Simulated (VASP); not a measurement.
# Al4In (P-3m1) in VASP: single point with PBE

Aim: the single point of Al4In with PBE.

All numbers are computed with VASP 6.6.1; they aren't measurements. Logs are shortened: lines on timing, memory, paths and dates and some standing lists are left out, and cuts for length are marked.

### 1 The cell of the first run

Symmetry: P-3m1, No. 164, trigonal system. Conventional cell: a = 3.047 Å, b = 3.047 Å, c = 9.798 Å, α = 90.00°, β = 90.00°, γ = 120.00°. Al (site symmetry 3m) has 3 In at 2.20 Å within 2.9 Å. Within 3.9 Å of Al (site symmetry 3m) lie 12 Al at 2.96 to 3.05 Å. Within 2.9 Å of In (site symmetry -3m) lie 6 Al at 2.20 Å.

### 2 Single point, PBE

INCAR reads:

```
SYSTEM = Al4In
  PREC = Accurate
  ENCUT = 520
  EDIFF = 1E-6
  ISMEAR = 0
  SIGMA = 0.1
  LREAL = .FALSE.
  LASPH = .TRUE.
  NELM = 60
  ALGO = Normal
  ISIF = 2
  LWAVE = .FALSE.
  LCHARG = .FALSE.
  GGA = PE
  NBANDS = 20
```

KPOINTS reads:

```
Automatic mesh
0
G
  6 6 2
  0 0 0
```

POSCAR reads:

```
Al4In
1.0
    3.0471497300      0.0000000000      0.0000000000
   -1.5235748700      2.6389090800      0.0000000000
    0.0000000000      0.0000000000      9.7980532400
Al In
4 1
Direct
    0.3333333300      0.6666666700      0.8658552800
    0.3333333300      0.6666666700      0.3767953500
    0.6666666700      0.3333333300      0.1341447200
    0.6666666700      0.3333333300      0.6232046500
    0.0000000000      0.0000000000      0.0000000000
```

Potentials or basis: VASP PAW PBE potentials, release 64 (Al, In_d).

The run is started by

```
$ cat potpaw_PBE.64/Al/POTCAR potpaw_PBE.64/In_d/POTCAR > POTCAR
$ mpirun -np 1 vasp_std > vasp.out
```

OUTCAR:

```text
SYSTEM = Al4In
   PREC = Accurate
   ENCUT = 520
   EDIFF = 1E-6
   ISMEAR = 0
   LREAL = .FALSE.
   LASPH = .TRUE.
   NELM = 60
   ISIF = 2
   GGA = PE

 ion  position               nearest neighbor table
   1  0.333  0.667  0.866-   5 2.20   5 2.20   5 2.20   4 2.96   4 2.96   4 2.96   3 3.16   3 3.16
                             3 3.16
   2  0.333  0.667  0.377-   3 2.96   3 2.96   3 2.96   4 2.99   4 2.99   4 2.99
   3  0.667  0.333  0.134-   5 2.20   5 2.20   5 2.20   2 2.96   2 2.96   2 2.96   1 3.16   1 3.16
                             1 3.16
   4  0.667  0.333  0.623-   1 2.96   1 2.96   1 2.96   2 2.99   2 2.99   2 2.99
   5  0.000  0.000  0.000-   1 2.20   3 2.20   3 2.20   1 2.20   3 2.20   1 2.20

  LATTYP: Found a hexagonal cell.
 ALAT       =     3.0471497300
 C/A-ratio  =     3.2154813869

  Lattice vectors:

 A1 = (   3.0471497300,   0.0000000000,   0.0000000000)
 A2 = (  -1.5235748700,   2.6389090800,   0.0000000000)
 A3 = (   0.0000000000,   0.0000000000,   9.7980532400)

Analysis of symmetry for initial positions (statically):
=====================================================================
 Subroutine PRICEL returns:
 Original cell was already a primitive cell.

 Routine SETGRP: Setting up the symmetry group for a
 hexagonal supercell.

 Subroutine GETGRP returns: Found 12 space group operations
 (whereof 12 operations were pure point group operations)
 out of a pool of 24 trial point group operations.

The static configuration has the point symmetry D_3d.

Analysis of symmetry for dynamics (positions and initial velocities):
=====================================================================
 Subroutine PRICEL returns:
 Original cell was already a primitive cell.

 Routine SETGRP: Setting up the symmetry group for a
 hexagonal supercell.

 Subroutine GETGRP returns: Found 12 space group operations
 (whereof 12 operations were pure point group operations)
 out of a pool of 24 trial point group operations.

The dynamic configuration has the point symmetry D_3d.

 Subroutine INISYM returns: Found 12 space group operations
 (whereof 12 operations are pure point group operations),
 and found     1 'primitive' translations

----------------------------------------------------------------------------------------

                                     Primitive cell

[... 84 lines left out ...]
   NELM   =     60;   NELMIN=  2; NELMDL= -5     # of ELM steps
   EDIFF  = 0.1E-05   stopping-criterion for ELM
   LREAL  =      F    real-space projection
   EDIFFG = 0.1E-04   stopping-criterion for IOM
   NSW    =      0    number of steps for IOM
   IBRION =     -1    ionic relax: 0-MD 1-quasi-New 2-CG
   NFREE  =      0    steps in history (QN), initial steepest desc. (CG)
   ISIF   =      2    stress and relaxation
   ISYM   =      2    0-nonsym 1-usesym 2-fastsym
   POTIM  = 0.5000    time-step for ionic-motion
   TEBEG  =    0.0;   TEEND  =   0.0 temperature during run
   PSTRESS=    0.0 pullay stress
   NELECT =      25.0000    total number of electrons
   NUPDOWN=      -1.0000    fix difference up-down
   EMIN   =  10.00;   EMAX   =-10.00  energy-range for DOS
   EFERMI =   0.00;   METHOD = LEGACY
   ISMEAR =     0;   SIGMA  =   0.10  broadening in eV -4-tet -1-fermi 0-gaus
   EFERMI_NEDOS =   21; number of points for ismear=-14 and -15
   IALGO  =     38    algorithm
   IMIX   =      4    mixing-type and parameters
     AMIX     =   0.40;   BMIX     =  1.00
     AMIX_MAG =   1.60;   BMIX_MAG =  1.00
  volume/ion in A,a.u.               =      15.76       106.34
  Fermi-wavevector in a.u.,A,eV,Ry     =   1.116612  2.110090 16.964038  1.246822
  Thomas-Fermi vector in A             =   2.253227
   LORBIT       =      0    0 simple, 1 ext, 2 COOP (PROOUT), +10 PAW based schemes
   GGA     = PE    functional components
   LHFCALC =     F    Hartree Fock is set to
   AEXX    =    0.0000 exact exchange contribution
   IVDW    =     0    specifies the selected vdW correction
   LEPSILON=     F    determine dielectric tensor
   LRPA    =     F    only Hartree local field effects (RPA)
 non-spin polarized calculation
 Gauss-broadening in eV      SIGMA  =   0.10
  energy-cutoff  :      520.00
  volume of cell :       78.79
 maximum number of plane-waves:      2137
 NGX is ok and might be reduce to    24
   NGX = 11   NGY = 11   NGZ = 37

 number of electron      24.9999998 magnetization

 Free energy of the ion-electron system (eV)
  ---------------------------------------------------
  ext. energy  EPLUGINS =         0.00000000
  ---------------------------------------------------
  free energy    TOTEN  =        -7.55750452 eV

  energy without entropy =       -7.53951808  energy(sigma->0) =       -7.54851130

 E-fermi :   9.6028     XC(G=0): -10.7515

 val. band max:        9.5516031966   @ k =   0.3333   0.1667   0.5000
 cond. band min:       9.6096612183   @ k =   0.3333   0.0000   0.0000
 fundamental gap:      0.0580580218
 Fermi energy:         9.6027722804

 k-point     1 :       0.0000    0.0000    0.0000
  band No.  band energies     occupation
      1      -7.5833      2.00000
      2      -7.5674      2.00000
      3      -7.5674      2.00000
      4      -7.0425      2.00000
      5      -7.0425      2.00000
      6      -4.5583      2.00000
[... 311 lines left out ...]
     19      14.4147      0.00000
     20      14.9494      0.00000

------------------------ aborting loop because EDIFF is reached ----------------------------------------

  FORCE on cell =-STRESS in cart. coord.  units (eV):
  Direction    XX          YY          ZZ          XY          YZ          ZX
  --------------------------------------------------------------------------------------
  -------------------------------------------------------------------------------------
  Total       28.3789075     28.3789076     27.2094558     -0.0000001      0.0000000      0.0000000
  in kB      577.0962302    577.0962322    553.3149702     -0.0000011      0.0000000      0.0000000
  external PRESSURE =     569.1691442 kB  Pullay stress =       0.0000000 kB

 VOLUME and BASIS-vectors are now :
 -----------------------------------------------------------------------------
  energy-cutoff  :      520.00
  volume of cell :       78.79
      direct lattice vectors                 reciprocal lattice vectors
     3.047149730  0.000000000  0.000000000     0.328175537  0.189472235  0.000000000
    -1.523574870  2.638909080  0.000000000     0.000000000  0.378944469  0.000000000
     0.000000000  0.000000000  9.798053240     0.000000000  0.000000000  0.102061091

 POSITION                                       TOTAL-FORCE (eV/Angst)
 -----------------------------------------------------------------------------------
     -0.00000      1.75927      8.48370        -0.000000      0.000000    -11.310482
     -0.00000      1.75927      3.69186         0.000000     -0.000000      0.130293
      1.52357      0.87964      1.31436         0.000000     -0.000000     11.310482
      1.52357      0.87964      6.10619         0.000000      0.000000     -0.130293
      0.00000      0.00000      0.00000         0.000000      0.000000     -0.000000
 -----------------------------------------------------------------------------------
    total drift:                               -0.000000     -0.000000     -0.000000

  FREE ENERGIE OF THE ION-ELECTRON SYSTEM (eV)
  ---------------------------------------------------
  free  energy   TOTEN  =        -7.5575045168 eV

  energy  without entropy=       -7.5395180810  energy(sigma->0) =       -7.54851130
```

OSZICAR:

```text
N       E                     dE             d eps       ncg     rms          rms(c)
DAV:   1     0.152876034710E+03    0.15288E+03   -0.10417E+04   564   0.121E+03
DAV:   2     0.286476253249E+01   -0.15001E+03   -0.14491E+03   576   0.314E+02
DAV:   3    -0.832311981471E+01   -0.11188E+02   -0.10822E+02   756   0.834E+01
DAV:   4    -0.869483941288E+01   -0.37172E+00   -0.37112E+00   732   0.137E+01
DAV:   5    -0.871217025176E+01   -0.17331E-01   -0.17330E-01   804   0.311E+00    0.120E+01
DAV:   6    -0.774796433478E+01    0.96421E+00   -0.24855E+00   632   0.124E+01    0.551E+00
DAV:   7    -0.759952152826E+01    0.14844E+00   -0.41022E-01   792   0.760E+00    0.167E+00
DAV:   8    -0.756978585322E+01    0.29736E-01   -0.31990E-02   780   0.104E+00    0.883E-01
DAV:   9    -0.755776424616E+01    0.12022E-01   -0.46722E-03   744   0.473E-01    0.257E-01
DAV:  10    -0.755751631918E+01    0.24793E-03   -0.46412E-04   896   0.174E-01    0.110E-01
DAV:  11    -0.755750390609E+01    0.12413E-04   -0.64097E-05   744   0.804E-02    0.117E-02
DAV:  12    -0.755750451682E+01   -0.61073E-06   -0.35054E-06   688   0.133E-02
   1 F= -.75575045E+01 E0= -.75485113E+01  d E =-.179864E-01
```

It took 44 s on 1 thread of AMD EPYC 7R13, shared host; peak memory 0.17 GiB.

What came out:

| Item | Value |
| --- | --- |
| Free energy | -7.5575 eV |
| Pressure | 56.9 GPa |
| Largest force | 11.310 eV/Å |

Forces on the atoms (eV/Å):
```
Al    0.000   0.000 -11.310
Al    0.000   0.000   0.130
Al    0.000   0.000  11.310
Al    0.000   0.000  -0.130
In    0.000   0.000   0.000
```

Caveat: the k points lie up to 0.40 Å⁻¹ apart; spin-orbit coupling is left out, which moves the levels of the heavy elements; forces of over 1 eV/Å act on the atoms, so gaps and moduli don't describe the material at rest.
